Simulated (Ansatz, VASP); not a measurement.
# Two plane-wave programs on Ga3S2

The input INCAR:

```
PREC = Accurate
ENCUT = 600
EDIFF = 1E-6
ISMEAR = 0
SIGMA = 0.1
LREAL = F
LASPH = T
NELM = 60
ALGO = Normal
ISIF = 3
LWAVE = F
LCHARG = F
GGA = PE
IBRION = 2
NSW = 100
EDIFFG = -0.01
```

File KPOINTS:

```
Automatic mesh
0
Gamma
  8 8 8
```

POSCAR

```
Ga3S2
1.0
    5.0340652856      0.0000000000      0.0000000000
    0.0000000000      5.0340652856      0.0000000000
    0.0000000000      0.0000000000      5.0340652856
Ga S
3 2
Direct
    0.0000000000      0.5000000000      0.5000000000
    0.5000000000      0.0000000000      0.5000000000
    0.5000000000      0.5000000000      0.0000000000
    0.5000000000      0.5000000000      0.5000000000
    0.0000000000      0.0000000000      0.0000000000
```

Input for Ansatz:

```yaml
crystal:
  lattice:
    - [5.0340652856, 0.0, 0.0]
    - [0.0, 5.0340652856, 0.0]
    - [0.0, 0.0, 5.0340652856]
  atoms:
    - { symbol: Ga, position: [0.0, 0.5, 0.5] }
    - { symbol: Ga, position: [0.5, 0.0, 0.5] }
    - { symbol: Ga, position: [0.5, 0.5, 0.0] }
    - { symbol: S, position: [0.5, 0.5, 0.5] }
    - { symbol: S, position: [0.0, 0.0, 0.0] }
basis:
  ecutwfc: 420
kpoints:
  mp_grid: { grid: [8, 8, 8] }
hamiltonian:
  xc: pbe
scf:
  occupations: { method: gaussian, width: 0.1 }
output:
  forces: true
  stress: true
  eigenvalues: true
  write_density: true
  write_potential: true
  elf: true
  volumetric_format: npy
relax:
  adjacent_minimum: "off"
  f_tol: 0.01
  max_steps: 80
  cell: { stress_tol: 0.05 }
```

Alike in both runs: task relaxation of cell and atoms; functional PBE; k mesh 8 × 8 × 8; occupations gaussian, width 0.1 eV; no spin polarisation.

|  | VASP | Ansatz |
| --- | --- | --- |
| version | VASP 6.6.1 | Ansatz 0.2.0 |
| potentials or method | VASP PAW PBE potentials, release 64 (Ga_d, S), cutoff 600 eV | scalar-relativistic, plane waves, PAW |
| valence electrons in the cell | 51 | 51 |

|  | VASP | Ansatz | Ansatz less VASP |
| --- | --- | --- | --- |
| gap on the k mesh at the Fermi level, each at its own relaxed structure (eV) | none | none | - |
| relaxed volume (Å³/atom) | 25.51 | 25.51 | 0.000 |
| relaxed cell length with the largest relative difference (Å) | 5.034 | 5.034 | 0.0000 |

A gap of «none» marks a metal or a gap that the smearing closes.

Noted on VASP's run: the relaxation stopped at its first step, so nothing moved.
